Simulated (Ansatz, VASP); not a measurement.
# PbO2: VASP beside Ansatz

The input INCAR:

```
PREC     = Accurate       # precision mode
ENCUT    = 520            # plane-wave cutoff, eV
EDIFF    = 1E-8           # SCF threshold, eV
ISMEAR   = -1             # smearing method
SIGMA    = 0.02           # smearing width, eV
LREAL    = F              # projectors in reciprocal space
LASPH    = T              # aspherical terms in the spheres
NELM     = 80             # most SCF steps
ALGO     = Normal         # electronic algorithm
ISIF     = 2              # what is computed and relaxed
LWAVE    = F              # write WAVECAR
LCHARG   = F              # write CHGCAR
GGA      = PE             # functional
LEFG     = T            
NBANDS   = 20             # bands
```

KPOINTS

```
regular mesh
0
Gamma
  9 9 9
```

Contents of POSCAR:

```
PbO2
1.0
    0.0000000000      2.7048413965      2.7048413965
    2.7048413965      0.0000000000      2.7048413965
    2.7048413965      2.7048413965      0.0000000000
Pb O
1 2
Direct
    0.0000000000      0.0000000000      0.0000000000
    0.2500000000      0.2500000000      0.2500000000
    0.7500000000      0.7500000000      0.7500000000
```

Input for Ansatz:

```yaml
crystal:
  lattice:
    - [0.0, 2.7048413965, 2.7048413965]
    - [2.7048413965, 0.0, 2.7048413965]
    - [2.7048413965, 2.7048413965, 0.0]
  atoms:
    - { symbol: Pb, position: [0.0, 0.0, 0.0] }
    - { symbol: O, position: [0.25, 0.25, 0.25] }
    - { symbol: O, position: [0.75, 0.75, 0.75] }
kpoints:
  mp_grid: { grid: [9, 9, 9] }
scf:
  occupations: { method: fermi_dirac, width: 0.02 }
hamiltonian:
  xc: pbe
  pseudopotentials: { kind: all_electron, datasets: crystal }
output:
  forces: true
  stress: true
  eigenvalues: true
  efg: { contact_densities: true }
```

Alike in both runs: task electric field gradients; functional PBE; k mesh 9 × 9 × 9; occupations fermi-dirac, width 0.02 eV; no spin polarisation.

```csv
,VASP,Ansatz
version,VASP 6.6.1,Ansatz 0.2.0
potentials or method,"VASP PAW PBE potentials, release 64 (Pb_d, O), cutoff 520 eV","all-electron PAW with datasets made for the crystal, scalar-relativistic"
```

|  | VASP | Ansatz | Ansatz less VASP |
| --- | --- | --- | --- |
| pressure (GPa) | 0.1 | 0.0 | -0.16 |

Ansatz ran all-electron here, and VASP with PAW potentials.

Neither program's run includes spin-orbit coupling.
